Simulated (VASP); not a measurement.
# BN (P6_3mc) in VASP: settings compared, part 2 of 2

VASP 6.6.1. The steps go on from the part before.

**3. G0W0 quasiparticle levels, LDA**

POSCAR reads:

```
BN
1.0
    2.5439499968      0.0000000000      0.0000000000
   -1.2719749984      2.2031253232      0.0000000000
    0.0000000000      0.0000000000      4.2078153299
B N
2 2
Direct
    0.3333333333      0.6666666667      0.0002034648
    0.6666666667      0.3333333333      0.5002034648
    0.3333333333      0.6666666667      0.3747965352
    0.6666666667      0.3333333333      0.8747965352
```

INCAR.step1 reads:

```
PREC     = Accurate       # precision mode
ENCUT    = 500            # plane-wave cutoff, eV
EDIFF    = 1E-8           # SCF threshold, eV
ISMEAR   = 0              # smearing method
SIGMA    = 0.01           # smearing width, eV
LREAL    = F              # projectors in reciprocal space
LASPH    = T              # aspherical terms in the spheres
NELM     = 80             # most SCF steps
ALGO     = Normal         # electronic algorithm
LWAVE    = T              # write WAVECAR
LCHARG   = F              # write CHGCAR
GGA      = CA             # functional
```

INCAR.step2 reads:

```
PREC     = Accurate       # precision mode
ENCUT    = 500            # plane-wave cutoff, eV
EDIFF    = 1E-8           # SCF threshold, eV
ISMEAR   = 0              # smearing method
SIGMA    = 0.01           # smearing width, eV
LREAL    = F              # projectors in reciprocal space
LASPH    = T              # aspherical terms in the spheres
NELM     = 1              # most SCF steps
ALGO     = Exact          # electronic algorithm
LWAVE    = T              # write WAVECAR
LCHARG   = F              # write CHGCAR
GGA      = CA             # functional
NBANDS   = 96             # bands
LOPTICS  = T              # frequency-dependent dielectric function
ISTART   = 1
```

INCAR.step3 reads:

```
PREC     = Accurate       # precision mode
ENCUT    = 500            # plane-wave cutoff, eV
EDIFF    = 1E-8           # SCF threshold, eV
ISMEAR   = 0              # smearing method
SIGMA    = 0.01           # smearing width, eV
LREAL    = F              # projectors in reciprocal space
LASPH    = T              # aspherical terms in the spheres
ALGO     = EVGW0          # electronic algorithm
LWAVE    = F              # write WAVECAR
LCHARG   = F              # write CHGCAR
GGA      = CA             # functional
NELMGW   = 1            
NBANDS   = 96             # bands
ENCUTGW  = 140.0          # cutoff of the response function
NOMEGA   = 96             # frequency points
PRECFOCK = Fast         
ISTART   = 1            
NBANDSGW = 16           
OMEGAMAX = 20
```

KPOINTS reads:

```
Automatic mesh
0
Gamma
  6 6 4
```

Potentials or basis: VASP PAW LDA potentials, release 64 (B_GW, N_GW).

Command:

```bash
$ cat potpaw_LDA.64/B_GW/POTCAR potpaw_LDA.64/N_GW/POTCAR > POTCAR
$ cp INCAR.step1 INCAR
$ mpirun -np 1 vasp_std > vasp.out
$ cp INCAR.step2 INCAR
$ mpirun -np 1 vasp_std > vasp.out
$ cp INCAR.step3 INCAR
$ mpirun -np 1 vasp_std > vasp.out
```

OUTCAR:

```text
PREC = Accurate
   ENCUT = 500
   EDIFF = 1E-8
   ISMEAR = 0
   LREAL = F
   LASPH = T
   GGA = CA
   NELMGW = 1
   ENCUTGW = 140.0
   PRECFOCK = Fast
   ISTART = 1

 ion  position               nearest neighbor table
   1  0.333  0.667  0.000-   4 1.56   4 1.56   4 1.56   3 1.58
   2  0.667  0.333  0.500-   3 1.56   3 1.56   3 1.56   4 1.58
   3  0.333  0.667  0.375-   2 1.56   2 1.56   2 1.56   1 1.58
   4  0.667  0.333  0.875-   1 1.56   1 1.56   1 1.56   2 1.58

  LATTYP: Found a hexagonal cell.
 ALAT       =     2.5439499968
 C/A-ratio  =     1.6540479708

  Lattice vectors:

 A1 = (   2.5439499968,   0.0000000000,   0.0000000000)
 A2 = (  -1.2719749984,   2.2031253232,   0.0000000000)
 A3 = (   0.0000000000,   0.0000000000,   4.2078153299)

Analysis of symmetry for initial positions (statically):
=====================================================================
 Subroutine PRICEL returns:
 Original cell was already a primitive cell.

 Routine SETGRP: Setting up the symmetry group for a
 hexagonal supercell.

 Subroutine GETGRP returns: Found 12 space group operations
 (whereof  6 operations were pure point group operations)
 out of a pool of 24 trial point group operations.

The static configuration has the point symmetry C_3v.
 The point group associated with its full space group is C_6v.

Analysis of symmetry for dynamics (positions and initial velocities):
=====================================================================
 Subroutine PRICEL returns:
 Original cell was already a primitive cell.

 Routine SETGRP: Setting up the symmetry group for a
 hexagonal supercell.

[... 100 lines left out ...]
   LNONCOLLINEAR =      F non collinear calculations
   LSORBIT =      F    spin-orbit coupling
   LASPH  =      T    aspherical Exc in radial PAW
   ENCUT  =  500.0 eV  36.75 Ry    6.06 a.u.   4.64  4.64  7.67*2*pi/ulx,y,z
   NELM   =     60;   NELMIN=  2; NELMDL=  0     # of ELM steps
   EDIFF  = 0.1E-07   stopping-criterion for ELM
   LREAL  =      F    real-space projection
   EDIFFG = 0.1E-06   stopping-criterion for IOM
   NSW    =      0    number of steps for IOM
   IBRION =     -1    ionic relax: 0-MD 1-quasi-New 2-CG
   NFREE  =      0    steps in history (QN), initial steepest desc. (CG)
   ISIF   =      0    stress and relaxation
   ISYM   =      3    0-nonsym 1-usesym 2-fastsym
   POTIM  = 0.5000    time-step for ionic-motion
   TEBEG  =    0.0;   TEEND  =   0.0 temperature during run
   PSTRESS=    0.0 pullay stress
   NELECT =      16.0000    total number of electrons
   NUPDOWN=      -1.0000    fix difference up-down
   EMIN   =  10.00;   EMAX   =-10.00  energy-range for DOS
   EFERMI =   0.00;   METHOD = LEGACY
   ISMEAR =     0;   SIGMA  =   0.01  broadening in eV -4-tet -1-fermi 0-gaus
   EFERMI_NEDOS =   21; number of points for ismear=-14 and -15
   IALGO  =     38    algorithm
   IMIX   =      4    mixing-type and parameters
     AMIX     =   0.40;   BMIX     =  1.00
     AMIX_MAG =   1.60;   BMIX_MAG =  1.00
  volume/ion in A,a.u.               =       5.90        39.79
  Fermi-wavevector in a.u.,A,eV,Ry     =   1.438512  2.718393 28.154745  2.069315
  Thomas-Fermi vector in A             =   2.557470
   LORBIT       =      0    0 simple, 1 ext, 2 COOP (PROOUT), +10 PAW based schemes
   GGA     = CA    functional components
   LHFCALC =     T    Hartree Fock is set to
   PRECFOCK=fast      Normal, Fast or Accurate (Low or Medium for compatibility)
   ENCUT4O =  -1.0   cutoff for four orbital integrals eV
   NKREDX  =     1    reduce k-point grid by
   NKREDY  =     1    reduce k-point grid by
   NKREDZ  =     1    reduce k-point grid by
   AEXX    =    1.0000 exact exchange contribution
   HFSCREEN=    0.0000 screening length (either q_TF or 0.3 A-1)
   HFSCREENC=   0.0000 screening length for correlation (either q_TF or 0.3 A-1)
   ENCUTFOCK=  -1.0 apply spherical cutoff to Coloumb kernel
   IVDW    =     0    specifies the selected vdW correction
   LEPSILON=     F    determine dielectric tensor
   LRPA    =     F    only Hartree local field effects (RPA)
   LRPAFORCE           =     F    calculate RPA forces
   ENCUTGW             = 140.0    cutoff for response function in eV
   ENCUTGWSOFT         = 112.0    soft cutoff for Coulomb kernel in GW response function in eV
   ENCUTLF             =  -1.0    cutoff for local field effects
   NELMGW              =     1    number of iterations in solving QP/BSE equation
   NELMHF              =     1    number of iterations in the inner HF iteration
   NKREDLFX            =     1    NKREDLFY  =   1   NKREDLFZ  =   1
 non-spin polarized calculation
 Gauss-broadening in eV      SIGMA  =   0.01
  energy-cutoff  :      500.00
  volume of cell :       23.58
 maximum number of plane-waves:       609
 NGX is ok and might be reduce to    20
  NGX = 12; NGY = 12; NGZ = 20
   NGX =  9   NGY =  9   NGZ = 15
 maximum number of plane-waves:        99
 NGX is ok and might be reduce to    10

 QP shifts <psi_nk| G(iteration)W_0 |psi_nk>: iteration 1
 for sc-GW calculations column KS-energies equals QP-energies in previous step
 and V_xc(KS)=  KS-energies - (<T + V_ion + V_H > + <T+V_H+V_ion>^1  + <V_x>^1)

 k-point   1 :       0.0000    0.0000    0.0000
  band No.  KS-energies  QP-energies   sigma(KS)   V_xc(KS)     V^pw_x(r,r')   Z            occupation Imag(sigma)

      1     -12.6178     -14.4553     -17.7941     -15.4422     -26.3793       0.7813       2.0000       1.3275
      2      -8.3925      -9.9044     -18.6980     -16.7062     -26.6061       0.7591       2.0000       0.7581
      3      -3.3147      -4.6473     -16.4420     -14.6738     -21.6606       0.7536       2.0000       0.1318
      4       5.5101       4.7623     -18.4740     -17.5609     -21.5892       0.8189       2.0000       0.0321
      5       5.5101       4.7623     -18.4740     -17.5609     -21.5892       0.8189       2.0000       0.0321
      6       7.3730       6.8284     -19.0014     -18.3413     -21.6811       0.8250       2.0000       0.0269
[... 395 lines left out ...]
      2      -7.0704      -8.5243     -19.1197     -17.1717     -26.7064       0.7464       2.0000       0.5622
      3      -1.1557      -2.5709     -17.3118     -15.4857     -22.0999       0.7750       2.0000       0.0804
      4      -1.1557      -2.5709     -17.3118     -15.4857     -22.0999       0.7750       2.0000       0.0804
      5      -0.1779      -1.3197     -16.5938     -15.1505     -20.7415       0.7911       2.0000       0.0622
      6      -0.1779      -1.3197     -16.5938     -15.1505     -20.7415       0.7911       2.0000       0.0622
[... 8 lines left out ...]
     15      24.2438      26.2295     -14.2487     -16.8287      -7.0780       0.7697       0.0000      -0.1216
     16      24.2438      26.2295     -14.2487     -16.8287      -7.0780       0.7697       0.0000      -0.1216
```

OUTCAR.step1:

```text
PREC = Accurate
   ENCUT = 500
   EDIFF = 1E-8
   ISMEAR = 0
   LREAL = F
[... 540 lines left out ...]
     -0.00000      1.46875      0.00086         0.000000     -0.000000     -0.005660
      1.27197      0.73438      2.10476        -0.000000     -0.000000     -0.005660
     -0.00000      1.46875      1.57707         0.000000     -0.000000      0.005660
      1.27197      0.73438      3.68098        -0.000000      0.000000      0.005660
 -----------------------------------------------------------------------------------
    total drift:                               -0.000000      0.000000     -0.000064

  FREE ENERGIE OF THE ION-ELECTRON SYSTEM (eV)
  ---------------------------------------------------
  free  energy   TOTEN  =       -38.7866476802 eV

  energy  without entropy=      -38.7866476802  energy(sigma->0) =      -38.78664768
```

It took 2.4 min on 1 thread of Intel Xeon 6975P-C (Granite Rapids), shared host; peak memory 0.37 GiB.

Results:

| Item | Value |
| --- | --- |
| Quasiparticle gap | 6.59 eV |
| Least direct quasiparticle gap | 10.18 eV |
| Band gap of the starting levels on the mesh | 4.96 eV |
| Least direct gap of the starting levels on the mesh | 8.21 eV |

Caveat: the k points lie up to 0.48 Å⁻¹ apart; bands, screening cutoff and mesh are small and nothing is extrapolated, so the quasiparticle values aren't converged; the structure was generated, so it needn't be the stable form of BN.
